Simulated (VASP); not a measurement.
# Si3N4 (P6_3/m) in VASP: further runs, part 2 of 2

VASP 6.6.1. Earlier steps stand in the parts before.

## 4. Single point, PBE (10.77 Å³/atom)

This run uses another cell than the first one, of 10.77 Å³/atom.

The input, INCAR:

```
  PREC = Accurate
  ENCUT = 520
  EDIFF = 1E-6
  ISMEAR = -1
  SIGMA = 0.02
  LREAL = False
  LASPH = True
  NELM = 60
  ALGO = Normal
  ISIF = 2
  LWAVE = False
  LCHARG = False
  GGA = PE
  NBANDS = 45
```

The input, KPOINTS:

```
Automatic mesh
0
Gamma
  4 4 9
```

The input, POSCAR:

```
Si3N4
1.0
    7.6949456720      0.0000000000      0.0000000000
   -3.8474728360      6.6640184327      0.0000000000
    0.0000000000      0.0000000000      2.9404925377
Si N
6 8
Direct
    0.7696341778      0.1756263441      0.3256282600
    0.5940078337      0.7696341778      0.8256282600
    0.8243736559      0.5940078337      0.3256282600
    0.2303658222      0.8243736559      0.8256282600
    0.4059921663      0.2303658222      0.3256282600
    0.1756263441      0.4059921663      0.8256282600
    0.0315477544      0.3300736762      0.3256283015
    0.7014740782      0.0315477544      0.8256283015
    0.6699263238      0.7014740782      0.3256283015
    0.9684522456      0.6699263238      0.8256283015
    0.2985259218      0.9684522456      0.3256283015
    0.3300736762      0.2985259218      0.8256283015
    0.3333333333      0.6666666667     -0.1743696845
    0.6666666667      0.3333333333      0.3256303155
```

On the command line:

```bash
$ cat potpaw_PBE.64/Si/POTCAR potpaw_PBE.64/N/POTCAR > POTCAR
$ mpirun -np 1 vasp_std > vasp.out
```

It used 120 s of CPU time on 1 thread of Intel(R) Xeon(R) Platinum 8488C (Sapphire Rapids), with other jobs on the host.

Results (log left out):

- Free energy: -114.5243 eV
- Pressure: -3.2 GPa
- Largest force: 0.005 eV/Å
- Band gap on the k mesh: 4.20 eV (least direct gap 4.38 eV)

Forces on the atoms (eV/Å):
```
Si   0.000  0.005  0.000
Si  -0.004  0.002  0.000
Si  -0.004 -0.003  0.000
Si   0.000 -0.005  0.000
Si   0.004 -0.002  0.000
Si   0.004  0.003  0.000
N   -0.002  0.003  0.000
N   -0.004 -0.001  0.000
N   -0.001 -0.004  0.000
N    0.002 -0.003  0.000
N    0.004  0.001  0.000
N    0.001  0.004  0.000
N    0.000  0.000  0.000
N    0.000  0.000  0.000
```

Stress tensor (GPa, compression positive):
```
-3.08  0.00  0.00
 0.00 -3.08  0.00
 0.00  0.00 -3.56
```

Levels at points of the mesh, in eV from the valence-band top:
```tsv
k point	band 29	band 30	band 31	band 32	band 33	band 34	band 35	band 36
(0.00, 0.00, 0.00)	-1.23	-0.43	-0.38	-0.18	4.20	4.49	4.71	4.71
(0.50, 0.00, 0.00)	-1.29	-0.74	-0.30	-0.23	4.45	4.56	4.72	5.08
```

Caveat: the cell stands under tension; an odd mesh through Γ misses points on the zone boundary, where band edges can lie.

## 5. Single point, PBE (9.94 Å³/atom)

This run uses another cell than the first one, of 9.94 Å³/atom.

The input, INCAR:

```
SYSTEM = Si3N4
  ALGO = Normal
  EDIFF = 1E-6
  ENCUT = 520
  GGA = PE
  ISIF = 2
  ISMEAR = -1
  LASPH = .True.
  LCHARG = .False.
  LREAL = .False.
  LWAVE = .False.
  NBANDS = 45
  NELM = 80
  PREC = Accurate
  SIGMA = 0.02
```

The input, KPOINTS:

```
k-points
0
Gamma
  5 5 10
  0 0 0
```

The input, POSCAR:

```
Si3N4
1.0
    7.4923522818      0.0000000000      0.0000000000
   -3.7461761409      6.4885674101      0.0000000000
    0.0000000000      0.0000000000      2.8630749213
Si N
6 8
Direct
    0.7646299536      0.1710319313      0.3256310705
    0.5935980223      0.7646299536      0.8256310705
    0.8289680687      0.5935980223      0.3256310705
    0.2353700464      0.8289680687      0.8256310705
    0.4064019777      0.2353700464      0.3256310705
    0.1710319313      0.4064019777      0.8256310705
    0.0267376241      0.3290163002      0.3256319149
    0.6977213239      0.0267376241      0.8256319149
    0.6709836998      0.6977213239      0.3256319149
    0.9732623759      0.6709836998      0.8256319149
    0.3022786761      0.9732623759      0.3256319149
    0.3290163002      0.3022786761      0.8256319149
    0.3333333333      0.6666666667     -0.1743889561
    0.6666666667      0.3333333333      0.3256110439
```

Potentials or basis: VASP PAW PBE potentials, release 64 (Si, N).

On the command line:

```bash
$ cat potpaw_PBE.64/Si/POTCAR potpaw_PBE.64/N/POTCAR > POTCAR
$ mpirun -np 1 vasp_std > vasp.out
```

OUTCAR:

```text
SYSTEM = Si3N4
   EDIFF = 1E-6
   ENCUT = 520
   GGA = PE
   ISIF = 2
   ISMEAR = -1
   LASPH = .True.
   LREAL = .False.
   NELM = 80
   PREC = Accurate

 ion  position               nearest neighbor table
   1  0.765  0.171  0.326-  14 1.71   8 1.71   8 1.71   7 1.71   3 2.95   5 2.95   2 3.01   2 3.01
                             6 3.01   6 3.01
   2  0.594  0.765  0.826-  13 1.71   9 1.71   9 1.71   8 1.71   6 2.95   4 2.95   1 3.01   1 3.01
[... 1379 lines left out ...]
  energy-cutoff  :      520.00
  volume of cell :      139.19
      direct lattice vectors                 reciprocal lattice vectors
     7.492352282  0.000000000  0.000000000     0.133469432  0.077058612  0.000000000
    -3.746176141  6.488567410  0.000000000     0.000000000  0.154117224  0.000000000
     0.000000000  0.000000000  2.863074921     0.000000000  0.000000000  0.349274828

 POSITION                                       TOTAL-FORCE (eV/Angst)
 -----------------------------------------------------------------------------------
      5.08816      1.10975      0.93231        -0.003876     -0.012198      0.000004
      1.58301      4.96135      2.36384         0.008626     -0.009456      0.000004
      3.98720      3.85160      0.93231         0.012502      0.002742      0.000004
     -1.34199      5.37882      2.36384         0.003876      0.012198      0.000004
      2.16317      1.52721      0.93231        -0.008626      0.009456      0.000004
     -0.24102      2.63697      2.36384        -0.012502     -0.002742      0.000004
     -1.03223      2.13484      0.93231         0.016634      0.003743     -0.000092
      5.12741      0.17349      2.36385         0.005075      0.016277     -0.000092
      2.41346      4.52721      0.93231        -0.011559      0.012534     -0.000092
      4.77840      4.35372      2.36385        -0.016634     -0.003743     -0.000092
     -1.38123      6.31508      0.93231        -0.005075     -0.016277     -0.000092
      1.33272      1.96136      2.36385         0.011559     -0.012534     -0.000092
     -0.00000      4.32571      2.36379         0.000000     -0.000000      0.000264
      3.74618      2.16286      0.93225         0.000000      0.000000      0.000264
 -----------------------------------------------------------------------------------
    total drift:                                0.000000      0.000000     -0.000246

  FREE ENERGIE OF THE ION-ELECTRON SYSTEM (eV)
  ---------------------------------------------------
  free  energy   TOTEN  =      -114.0455494024 eV

  energy  without entropy=     -114.0455494024  energy(sigma->0) =     -114.04554940
```

OSZICAR:

```text
N       E                     dE             d eps       ncg     rms          rms(c)
DAV:   1     0.289428666089E+03    0.28943E+03   -0.32050E+04  2700   0.133E+03
DAV:   2    -0.108771526332E+03   -0.39820E+03   -0.37843E+03  3447   0.283E+02
DAV:   3    -0.131306135630E+03   -0.22535E+02   -0.22397E+02  3443   0.711E+01
DAV:   4    -0.131639430375E+03   -0.33329E+00   -0.33226E+00  3440   0.930E+00
DAV:   5    -0.131647338300E+03   -0.79079E-02   -0.78986E-02  3323   0.137E+00    0.310E+01
DAV:   6    -0.114277898390E+03    0.17369E+02   -0.58551E+01  3231   0.313E+01    0.140E+01
DAV:   7    -0.114098242004E+03    0.17966E+00   -0.34960E+00  3424   0.775E+00    0.654E+00
DAV:   8    -0.114044929201E+03    0.53313E-01   -0.20206E-01  3238   0.213E+00    0.221E+00
DAV:   9    -0.114042876068E+03    0.20531E-02   -0.44031E-02  3424   0.108E+00    0.304E-01
DAV:  10    -0.114044691435E+03   -0.18154E-02   -0.35899E-03  3094   0.273E-01    0.178E-01
DAV:  11    -0.114045493577E+03   -0.80214E-03   -0.90900E-04  3064   0.155E-01    0.276E-02
DAV:  12    -0.114045528286E+03   -0.34709E-04   -0.46803E-05  3336   0.374E-02    0.110E-02
DAV:  13    -0.114045545575E+03   -0.17289E-04   -0.21187E-05  3035   0.219E-02    0.524E-03
DAV:  14    -0.114045548240E+03   -0.26652E-05   -0.23186E-06  2944   0.881E-03    0.345E-03
DAV:  15    -0.114045549488E+03   -0.12481E-05   -0.21768E-06  2470   0.608E-03    0.240E-03
DAV:  16    -0.114045549402E+03    0.85585E-07   -0.96758E-08  2272   0.174E-03
   1 F= -.11404555E+03 E0= -.11404555E+03  d E =-.113484E-11
```

It used 190 s of CPU time on 1 thread of Intel(R) Xeon(R) Platinum 8488C (Sapphire Rapids), on a shared host.

What came out:

```yaml
Free_energy: -114.0455 eV
Pressure: 17.5 GPa
Largest_force: 0.017 eV/Å
Band_gap_on_the_k_mesh: 4.51 eV (least direct gap 4.70 eV)
```

Forces in eV/Å, atoms in the order of the input:
```
Si  -0.004 -0.012  0.000
Si   0.009 -0.009  0.000
Si   0.013  0.003  0.000
Si   0.004  0.012  0.000
Si  -0.009  0.009  0.000
Si  -0.013 -0.003  0.000
N    0.017  0.004  0.000
N    0.005  0.016  0.000
N   -0.012  0.013  0.000
N   -0.017 -0.004  0.000
N   -0.005 -0.016  0.000
N    0.012 -0.013  0.000
N    0.000  0.000  0.000
N    0.000  0.000  0.000
```

Caveat: the cell stands under pressure; an odd mesh through Γ misses points on the zone boundary, where band edges can lie.

## 6. Overview

| cell | k mesh | gap on the mesh (eV) | pressure (GPa) | largest force (eV/Å) |
| --- | --- | --- | --- | --- |
| a = 7.595, b = 7.595, c = 2.989 Å, angles 90.0, 90.0, 120.0°, 14 atoms, atomic positions A | 4 × 4 × 10 | 3.74 | -1.3 | 0.01 |
| a = 7.595, b = 7.595, c = 2.931 Å, angles 90.0, 90.0, 120.0°, 14 atoms, atomic positions B | 4 × 4 × 9 | 4.16 | 3.6 | 0.01 |
| a = 7.695, b = 7.695, c = 2.940 Å, angles 90.0, 90.0, 120.0°, 14 atoms, atomic positions C | 4 × 4 × 9 | 4.20 | -3.2 | 0.01 |
| a = 7.492, b = 7.492, c = 2.863 Å, angles 90.0, 90.0, 120.0°, 14 atoms, atomic positions D | 5 × 5 × 10 | 4.51 | 17.5 | 0.02 |

Alike in all rows: task single point; level PBE; potentials or basis VASP PAW PBE potentials, release 64 (Si, N); no spin polarisation; cutoff (eV) 520; smearing fermi-dirac 0.02 eV.

Caveats: an odd mesh through Γ misses points on the zone boundary, where band edges can lie (at least some runs); the cell stands under pressure (at least some runs); the cell stands under tension (at least some runs).

Absolute energies hang on the potentials; compare differences alone.
